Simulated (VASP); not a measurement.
**CsPbBr3: single point with PBE**

Crystal: CsPbBr3.

```
CELL_PARAMETERS angstrom
5.87000 0.00000 0.00000
0.00000 5.87000 0.00000
0.00000 0.00000 5.87000
ATOMIC_POSITIONS crystal
Cs 0.00000 0.00000 0.00000
Pb 0.50000 0.50000 0.50000
Br 0.00000 0.50000 0.50000
Br 0.50000 0.00000 0.50000
Br 0.50000 0.50000 0.00000
```

* Program: VASP 6.6.1
* Task: single point
* Functional: PBE
* Potentials or basis: VASP PAW PBE potentials, release 64 (Cs_sv, Pb_d, Br)
* Cutoff: 520 eV
* k mesh: 6 × 6 × 6
* Occupations: gaussian, width 0.05 eV
* Spin: no spin polarisation

```json
{"Pressure": "1.4 GPa", "Band gap on the k mesh": "1.53 eV"}
```

Levels at points of the mesh, in eV from the valence-band top:
```csv
k point,band 20,band 21,band 22,band 23,band 24,band 25
"(0.00, 0.00, 0.00)",-2.07,-2.07,-2.07,2.99,4.08,4.08
"(0.50, 0.00, 0.00)",-2.18,-2.18,-1.45,2.57,4.43,5.05
"(0.50, 0.50, 0.00)",-2.30,-1.71,-0.71,2.09,2.09,4.87
"(0.50, 0.50, 0.50)",-1.70,-1.70,0.00,1.53,1.53,1.53
```

Run time: 110 s on 1 thread of AMD EPYC 7R13 Processor (Zen 3), on a shared host, peak memory 0.35 GiB.

Caveat: spin-orbit coupling is left out, which moves the levels of the heavy elements. Expect the measured gap to be larger: semilocal functionals such as PBE lack the derivative discontinuity.
